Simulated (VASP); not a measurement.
Wanted: the native input for a VASP 6.6.1 run.

| Quantity | Value |
| --- | --- |
| Task | single point |
| Functional | PBE |
| Potentials or basis | VASP PAW PBE potentials, release 64 (O) |
| Cutoff | 520 eV |
| k mesh | 12 × 12 × 12 |
| Occupations | fermi-dirac, width 0.05 eV |
| Spin | no spin polarisation |
| Dipole correction | no |
| Further INCAR settings | ALGO = Normal; EDIFF = 1e-06; NBANDS = 13 |

The structure of O lies in POSCAR:

```
O
1.0
    0.0000000000      1.9269509789      3.9753041977
    1.5312270072      0.0000000000      3.9753041977
    1.5312270072      1.9269509789      0.0000000000
O
2
Direct
    0.5789020000      0.5789020000      0.4210980000
    0.4210980000      0.4210980000      0.5789020000
```

The input as run:

INCAR

```
SYSTEM = O
ALGO = Normal
EDIFF = 1E-6
ENCUT = 520
GGA = PE
ISIF = 2
ISMEAR = -1
LASPH = .TRUE.
LCHARG = .FALSE.
LREAL = .FALSE.
LWAVE = .FALSE.
NBANDS = 13
NELM = 60
PREC = Accurate
SIGMA = 0.05
```

KPOINTS

```
k-points
0
G
  12 12 12
  0 0 0
```

Potentials or basis: VASP PAW PBE potentials, release 64 (O).

The run is started by

```console
$ cat potpaw_PBE.64/O/POTCAR > POTCAR
$ mpirun -np 1 vasp_std > vasp.out
```

Results of the run:

```json
{
 "Pressure": "-5.3 GPa",
 "Largest force": "1.656 eV/Å",
 "Band gap on the k mesh": "zero (bands 6 and 7 overlap by 1.77 eV)"
}
```

Caveat: the standard files for N, O and F lose accuracy on very short bonds; spin is off for a triplet molecule; the cell stands under tension; this functional lacks dispersion, which holds the molecules together, so the pressure and a relaxed volume are unreliable; forces of over 1 eV/Å act on the atoms, so gaps and moduli don't describe the material at rest.

It took 74 s on 1 thread of Intel Xeon 8259CL (shared host), peak memory 0.19 GiB.
